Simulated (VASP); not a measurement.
# ZnO (Pm-3m) in VASP: a series of runs

ZnO is run at these levels: PBE-based screened hybrid, PBE; tasks: single point.

Everything below comes from runs of VASP 6.6.1. Logs are shortened: lines on timing, memory, paths and dates and some standing lists are left out, and cuts for length are marked.

## (1) The cell of the first run

Symmetry: Pm-3m, No. 221, cubic system. Conventional cell: a = 2.646 Å, b = 2.646 Å, c = 2.646 Å, α = 90.00°, β = 90.00°, γ = 90.00°. Within 3.0 Å of Zn (site symmetry m-3m) lie 8 O at 2.29 Å and 6 Zn at 2.65 Å. O (site symmetry m-3m) has 8 Zn at 2.29 Å and 6 O at 2.65 Å within 3.0 Å.

## (2) Single point, PBE-based screened hybrid

Input file POSCAR:

```
ZnO
1.0
    2.6461709590      0.0000000000      0.0000000000
    0.0000000000      2.6461709590      0.0000000000
    0.0000000000      0.0000000000      2.6461709590
Zn O
1 1
Direct
    0.0000000000      0.0000000000      0.0000000000
    0.5000000000      0.5000000000      0.5000000000
```

Input file INCAR.step1:

```
PREC     = Accurate       # precision mode
ENCUT    = 520            # plane-wave cutoff, eV
EDIFF    = 1E-5           # SCF threshold, eV
ISMEAR   = -1             # smearing method
SIGMA    = 0.02           # smearing width, eV
LREAL    = False          # projectors in reciprocal space
LASPH    = True           # aspherical terms in the spheres
NELM     = 80             # most SCF steps
ALGO     = Normal         # electronic algorithm
ISIF     = 2              # what is computed and relaxed
LWAVE    = True           # write WAVECAR
LCHARG   = False          # write CHGCAR
GGA      = PE             # functional
NBANDS   = 16             # bands
```

Input file INCAR.step2:

```
PREC     = Accurate       # precision mode
ENCUT    = 520            # plane-wave cutoff, eV
EDIFF    = 1E-6           # SCF threshold, eV
ISMEAR   = -1             # smearing method
SIGMA    = 0.02           # smearing width, eV
LREAL    = False          # projectors in reciprocal space
LASPH    = True           # aspherical terms in the spheres
NELM     = 80             # most SCF steps
ALGO     = Normal         # electronic algorithm
ISIF     = 2              # what is computed and relaxed
LWAVE    = False          # write WAVECAR
LCHARG   = False          # write CHGCAR
GGA      = PE             # functional
LHFCALC  = True           # exact exchange
AEXX     = 0.05           # exact-exchange fraction
HFSCREEN = 0.5            # screening, 1/A
PRECFOCK = Normal       
ISTART   = 1            
NBANDS   = 16             # bands
```

Input file KPOINTS:

```
Automatic mesh
0
Gamma
  4 4 4
```

Potentials or basis: VASP PAW PBE potentials, release 64 (Zn, O).

Command:

```sh
$ cat potpaw_PBE.64/Zn/POTCAR potpaw_PBE.64/O/POTCAR > POTCAR
$ cp INCAR.step1 INCAR
$ mpirun -np 1 vasp_std > vasp.out
$ cp INCAR.step2 INCAR
$ mpirun -np 1 vasp_std > vasp.out
```

OUTCAR:

```text
PREC = Accurate
   ENCUT = 520
   EDIFF = 1E-6
   ISMEAR = -1
   LREAL = False
   LASPH = True
   NELM = 80
   ISIF = 2
   GGA = PE
   LHFCALC = True
   AEXX = 0.05
   HFSCREEN = 0.5
   PRECFOCK = Normal
   ISTART = 1

 ion  position               nearest neighbor table
   1  0.000  0.000  0.000-   2 2.29   2 2.29   2 2.29   2 2.29   2 2.29   2 2.29   2 2.29   2 2.29

   2  0.500  0.500  0.500-   1 2.29   1 2.29   1 2.29   1 2.29   1 2.29   1 2.29   1 2.29   1 2.29

  LATTYP: Found a simple cubic cell.
 ALAT       =     2.6461709590

  Lattice vectors:

 A1 = (   2.6461709590,   0.0000000000,   0.0000000000)
 A2 = (   0.0000000000,   2.6461709590,   0.0000000000)
 A3 = (   0.0000000000,   0.0000000000,   2.6461709590)

Analysis of symmetry for initial positions (statically):
=====================================================================
 Subroutine PRICEL returns:
 Original cell was already a primitive cell.

 Routine SETGRP: Setting up the symmetry group for a
 simple cubic supercell.

 Subroutine GETGRP returns: Found 48 space group operations
 (whereof 48 operations were pure point group operations)
 out of a pool of 48 trial point group operations.

The static configuration has the point symmetry O_h .

Analysis of symmetry for dynamics (positions and initial velocities):
=====================================================================
 Subroutine PRICEL returns:
 Original cell was already a primitive cell.

 Routine SETGRP: Setting up the symmetry group for a
 simple cubic supercell.

 Subroutine GETGRP returns: Found 48 space group operations
 (whereof 48 operations were pure point group operations)
 out of a pool of 48 trial point group operations.

The dynamic configuration has the point symmetry O_h .

 Subroutine INISYM returns: Found 48 space group operations
 (whereof 48 operations are pure point group operations),
 and found     1 'primitive' translations

----------------------------------------------------------------------------------------

                                     Primitive cell

  volume of cell :      18.5291

  direct lattice vectors                    reciprocal lattice vectors
     2.646170959  0.000000000  0.000000000     0.377904533  0.000000000  0.000000000
     0.000000000  2.646170959  0.000000000     0.000000000  0.377904533  0.000000000
     0.000000000  0.000000000  2.646170959     0.000000000  0.000000000  0.377904533

  length of vectors
     2.646170959  2.646170959  2.646170959     0.377904533  0.377904533  0.377904533

  position of ions in fractional coordinates (direct lattice)
     0.000000000  0.000000000  0.000000000
     0.500000000  0.500000000  0.500000000

  ion indices of the primitive-cell ions
   primitive index   ion index
                 1           1
                 2           2

----------------------------------------------------------------------------------------

 KPOINTS: Automatic mesh

Automatic generation of k-mesh.
 Grid dimensions read from file:
 generate k-points for:    4    4    4

 Generating k-lattice:

  Cartesian coordinates                     Fractional coordinates (reciprocal lattice)
     0.094476133  0.000000000  0.000000000     0.250000000  0.000000000  0.000000000
     0.000000000  0.094476133  0.000000000     0.000000000  0.250000000  0.000000000
     0.000000000  0.000000000  0.094476133     0.000000000  0.000000000  0.250000000

  Length of vectors
     0.094476133  0.094476133  0.094476133

  Shift w.r.t. Gamma in fractional coordinates (k-lattice)
     0.000000000  0.000000000  0.000000000

 Subroutine IBZKPT returns following result:
 ===========================================

 Found     10 irreducible k-points:

 Following reciprocal coordinates:
            Coordinates               Weight
  0.000000  0.000000  0.000000      1.000000
  0.250000  0.000000  0.000000      6.000000
  0.500000  0.000000  0.000000      3.000000
  0.250000  0.250000  0.000000     12.000000
  0.500000  0.250000  0.000000     12.000000
  0.500000  0.500000  0.000000      3.000000
  0.250000  0.250000  0.250000      8.000000
  0.500000  0.250000  0.250000     12.000000
  0.500000  0.500000  0.250000      6.000000
  0.500000  0.500000  0.500000      1.000000
   k-points           NKPTS =     10   k-points in BZ     NKDIM =     64   number of bands    NBANDS=     16
   number of dos      NEDOS =    301   number of ions     NIONS =      2
   total plane-waves  NPLWV =   8000
   dimension x,y,z NGX =    20 NGY =   20 NGZ =   20
   dimension x,y,z NGXF=    40 NGYF=   40 NGZF=   40
   ions per type =               1   1
   NGX,Y,Z   is equivalent  to a cutoff of  12.57, 12.57, 12.57 a.u.
   NGXF,Y,Z  is equivalent  to a cutoff of  25.13, 25.13, 25.13 a.u.
 SYSTEM =  unknown system
   PREC   = accura    normal or accurate (medium, high low for compatibility)
   ISTART =      1    job   : 0-new  1-cont  2-samecut
   ICHARG =      0    charge: 1-file 2-atom 10-const
   ISPIN  =      1    spin polarized calculation?
   LNONCOLLINEAR =      F non collinear calculations
   LSORBIT =      F    spin-orbit coupling
   LASPH  =      T    aspherical Exc in radial PAW
   ENCUT  =  520.0 eV  38.22 Ry    6.18 a.u.   4.92  4.92  4.92*2*pi/ulx,y,z
   NELM   =     80;   NELMIN=  2; NELMDL=  0     # of ELM steps
   EDIFF  = 0.1E-05   stopping-criterion for ELM
   LREAL  =      F    real-space projection
   EDIFFG = 0.1E-04   stopping-criterion for IOM
   NSW    =      0    number of steps for IOM
   IBRION =     -1    ionic relax: 0-MD 1-quasi-New 2-CG
   NFREE  =      0    steps in history (QN), initial steepest desc. (CG)
   ISIF   =      2    stress and relaxation
   ISYM   =      3    0-nonsym 1-usesym 2-fastsym
   POTIM  = 0.5000    time-step for ionic-motion
   TEBEG  =    0.0;   TEEND  =   0.0 temperature during run
   PSTRESS=    0.0 pullay stress
   NELECT =      18.0000    total number of electrons
   NUPDOWN=      -1.0000    fix difference up-down
   EMIN   =  10.00;   EMAX   =-10.00  energy-range for DOS
   EFERMI =   0.00;   METHOD = LEGACY
   ISMEAR =    -1;   SIGMA  =   0.02  broadening in eV -4-tet -1-fermi 0-gaus
   EFERMI_NEDOS =   21; number of points for ismear=-14 and -15
   IALGO  =     38    algorithm
   IMIX   =      1    mixing-type and parameters
     AMIX     =   0.40;   BMIX     =  1.00
     AMIX_MAG =   1.60;   BMIX_MAG =  1.00
  volume/ion in A,a.u.               =       9.26        62.52
  Fermi-wavevector in a.u.,A,eV,Ry     =   1.621366  3.063938 35.767379  2.628828
  Thomas-Fermi vector in A             =   2.715154
   LORBIT       =      0    0 simple, 1 ext, 2 COOP (PROOUT), +10 PAW based schemes
   GGA     = PE    functional components
   LHFCALC =     T    Hartree Fock is set to
   PRECFOCK=normal    Normal, Fast or Accurate (Low or Medium for compatibility)
   ENCUT4O =  -1.0   cutoff for four orbital integrals eV
   NKREDX  =     1    reduce k-point grid by
   NKREDY  =     1    reduce k-point grid by
   NKREDZ  =     1    reduce k-point grid by
   AEXX    =    0.0500 exact exchange contribution
   HFSCREEN=    0.5000 screening length (either q_TF or 0.3 A-1)
   HFSCREENC=   0.5000 screening length for correlation (either q_TF or 0.3 A-1)
   ENCUTFOCK=  -1.0 apply spherical cutoff to Coloumb kernel
   IVDW    =     0    specifies the selected vdW correction
   LEPSILON=     F    determine dielectric tensor
   LRPA    =     F    only Hartree local field effects (RPA)
 non-spin polarized calculation
  energy-cutoff  :      520.00
  volume of cell :       18.53
 maximum number of plane-waves:       507
 NGX is ok and might be reduce to    20
  NGX = 16; NGY = 16; NGZ = 16

 number of electron      18.0000025 magnetization

 Free energy of the ion-electron system (eV)
  ---------------------------------------------------
  ext. energy  EPLUGINS =         0.00000000
  ---------------------------------------------------
  free energy    TOTEN  =        -7.69668722 eV

  energy without entropy =       -7.69488033  energy(sigma->0) =       -7.69578378

 E-fermi :   3.5073     XC(G=0): -12.3824

 val. band max:        3.4742602811   @ k =   0.5000   0.0000   0.0000
 cond. band min:       6.1556011814   @ k =   0.2500   0.0000   0.0000
 fundamental gap:      2.6813409003
 Fermi energy:         3.5073301689

 k-point     1 :       0.0000    0.0000    0.0000
  band No.  band energies     occupation
      1     -15.6696      2.00000
      2      -3.3518      2.00000
      3      -3.3518      2.00000
      4      -2.1750      2.00000
      5      -2.1750      2.00000
      6      -2.1750      2.00000
[... 8 lines left out ...]
     15      21.7761      0.00000
     16      36.4785      0.00000

 k-point     2 :       0.2500    0.0000    0.0000
  band No.  band energies     occupation
      1     -15.0574      2.00000
      2      -3.6087      2.00000
      3      -3.2772      2.00000
      4      -2.5285      2.00000
      5      -2.5285      2.00000
      6      -2.1562      2.00000
[... 8 lines left out ...]
     15      26.1648      0.00000
     16      28.4644      0.00000

 k-point     3 :       0.5000    0.0000    0.0000
  band No.  band energies     occupation
      1     -14.2935      2.00000
      2      -5.0030      2.00000
      3      -3.2019      2.00000
      4      -2.8242      2.00000
      5      -2.8242      2.00000
      6      -2.1372      2.00000
[... 8 lines left out ...]
     15      23.7269      0.00000
     16      32.1397      0.00000

 k-point     4 :       0.2500    0.2500    0.0000
  band No.  band energies     occupation
      1     -14.5440      2.00000
      2      -3.5103      2.00000
      3      -3.0233      2.00000
      4      -2.7516      2.00000
      5      -2.5094      2.00000
      6      -2.3248      2.00000
[... 8 lines left out ...]
     15      27.1800      0.00000
     16      29.2162      0.00000

 k-point     5 :       0.5000    0.2500    0.0000
  band No.  band energies     occupation
      1     -13.9315      2.00000
      2      -4.0304      2.00000
      3      -2.9178      2.00000
      4      -2.8116      2.00000
      5      -2.6546      2.00000
      6      -2.3096      2.00000
[... 8 lines left out ...]
     15      28.7462      0.00000
     16      29.0908      0.00000

 k-point     6 :       0.5000    0.5000    0.0000
  band No.  band energies     occupation
      1     -13.5222      2.00000
      2      -3.0472      2.00000
      3      -2.4760      2.00000
      4      -2.4760      2.00000
      5      -2.3669      2.00000
      6      -1.8831      2.00000
[... 8 lines left out ...]
     15      27.2790      0.00000
     16      27.2790      0.00000

 k-point     7 :       0.2500    0.2500    0.2500
  band No.  band energies     occupation
      1     -14.0804      2.00000
      2      -3.1834      2.00000
      3      -3.1834      2.00000
      4      -2.5904      2.00000
      5      -2.5904      2.00000
      6      -2.4049      2.00000
[... 8 lines left out ...]
     15      24.4111      0.00000
     16      30.2045      0.00000

 k-point     8 :       0.5000    0.2500    0.2500
  band No.  band energies     occupation
      1     -13.5359      2.00000
      2      -3.6619      2.00000
      3      -3.4335      2.00000
      4      -2.6361      2.00000
      5      -2.4576      2.00000
      6      -2.3297      2.00000
[... 8 lines left out ...]
     15      24.0663      0.00000
     16      27.7429      0.00000

 k-point     9 :       0.5000    0.5000    0.2500
  band No.  band energies     occupation
      1     -13.0799      2.00000
      2      -3.6129      2.00000
      3      -3.6129      2.00000
      4      -3.1511      2.00000
      5      -2.4688      2.00000
      6      -1.8733      2.00000
[... 8 lines left out ...]
     15      25.5020      0.00000
     16      25.5020      0.00000

 k-point    10 :       0.5000    0.5000    0.5000
  band No.  band energies     occupation
      1     -12.5535      2.00000
      2      -4.1037      2.00000
      3      -4.1037      2.00000
      4      -4.1037      2.00000
      5      -1.8634      2.00000
      6      -1.8634      2.00000
[... 8 lines left out ...]
     15      25.1303      0.00000
     16      25.1303      0.00000

------------------------ aborting loop because EDIFF is reached ----------------------------------------

  FORCE on cell =-STRESS in cart. coord.  units (eV):
  Direction    XX          YY          ZZ          XY          YZ          ZX
  --------------------------------------------------------------------------------------
  -------------------------------------------------------------------------------------
  Total        1.0435569      1.0435569      1.0435569      0.0000000      0.0000000     -0.0000000
  in kB       90.2345810     90.2345810     90.2345810      0.0000000      0.0000000     -0.0000000
  external PRESSURE =      90.2345810 kB  Pullay stress =       0.0000000 kB

 VOLUME and BASIS-vectors are now :
 -----------------------------------------------------------------------------
  energy-cutoff  :      520.00
  volume of cell :       18.53
      direct lattice vectors                 reciprocal lattice vectors
     2.646170959  0.000000000  0.000000000     0.377904533  0.000000000  0.000000000
     0.000000000  2.646170959  0.000000000     0.000000000  0.377904533  0.000000000
     0.000000000  0.000000000  2.646170959     0.000000000  0.000000000  0.377904533

 POSITION                                       TOTAL-FORCE (eV/Angst)
 -----------------------------------------------------------------------------------
      0.00000      0.00000      0.00000         0.000000      0.000000      0.000000
      1.32309      1.32309      1.32309         0.000000      0.000000      0.000000
 -----------------------------------------------------------------------------------
    total drift:                               -0.000000      0.000000      0.000000

  FREE ENERGIE OF THE ION-ELECTRON SYSTEM (eV)
  ---------------------------------------------------
  free  energy   TOTEN  =        -7.6966872218 eV

  energy  without entropy=       -7.6948803307  energy(sigma->0) =       -7.69578378
```

Run time: 4.2 min. Hardware: 1 thread of AMD EPYC 7R43 (Zen 3), shared host; peak memory 0.19 GiB.

What came out:

```
Free energy            : -7.6967 eV
Pressure               : 9.0 GPa
Band gap on the k mesh : zero (band 9 reaches 3.47 eV, above the bottom of band 10 at 3.02 eV)
```

Caveat: the k points lie up to 0.59 Å⁻¹ apart; the PAW data sets were made with another functional, which shifts forces and pressure a little.

## (3) Single point, PBE-based screened hybrid

POSCAR is that of step 2.

Input file INCAR.step1:

```
PREC = Accurate
ENCUT = 520
EDIFF = 1E-5
ISMEAR = -1
SIGMA = 0.02
LREAL = F
LASPH = T
NELM = 80
ALGO = Normal
ISIF = 2
LWAVE = T
LCHARG = F
GGA = PE
NBANDS = 16
```

Input file INCAR.step2:

```
PREC = Accurate
ENCUT = 520
EDIFF = 1E-6
ISMEAR = -1
SIGMA = 0.02
LREAL = F
LASPH = T
NELM = 80
ALGO = Normal
ISIF = 2
LWAVE = F
LCHARG = F
GGA = PE
LHFCALC = T
AEXX = 1.0
HFSCREEN = 0.5
PRECFOCK = Normal
ISTART = 1
NBANDS = 16
ALDAC = 1.0
AGGAC = 1.0
```

KPOINTS is that of step 2.

Potentials or basis: VASP PAW PBE potentials, release 64 (Zn, O).

Command:

```sh
$ cat potpaw_PBE.64/Zn/POTCAR potpaw_PBE.64/O/POTCAR > POTCAR
$ cp INCAR.step1 INCAR
$ mpirun -np 1 vasp_std > vasp.out
$ cp INCAR.step2 INCAR
$ mpirun -np 1 vasp_std > vasp.out
```

It took 6.6 min on 1 thread of AMD EPYC 7R43 (Zen 3), shared host; peak memory 0.19 GiB.

It converged, with:

```
Free energy            : -14.8566 eV
Pressure               : -12.3 GPa
Band gap on the k mesh : 3.49 eV, indirect (least direct gap 4.86 eV)
```

Levels at points of the mesh, in eV from the valence-band top:
| k point | band 5 | band 6 | band 7 | band 8 | band 9 | band 10 | band 11 | band 12 | band 13 | band 14 |
| --- | --- | --- | --- | --- | --- | --- | --- | --- | --- | --- |
| (0.00, 0.00, 0.00) | -10.76 | -10.76 | -1.38 | -1.38 | -1.38 | 3.49 | 18.47 | 18.47 | 24.64 | 24.64 |
| (0.50, 0.00, 0.00) | -11.25 | -10.73 | -7.12 | -0.05 | -0.05 | 9.67 | 12.23 | 21.47 | 21.47 | 21.79 |
| (0.50, 0.50, 0.00) | -10.77 | -10.23 | -5.85 | -5.85 | 0.00 | 7.05 | 16.03 | 16.03 | 20.76 | 28.55 |
| (0.50, 0.50, 0.50) | -10.21 | -10.21 | -2.57 | -2.57 | -2.57 | 9.78 | 9.78 | 9.78 | 16.35 | 27.96 |

Caveat: the k points lie up to 0.59 Å⁻¹ apart; the PAW data sets were made with another functional, which shifts forces and pressure a little. A k mesh can miss the band edges.

[end of part 1 of 2]
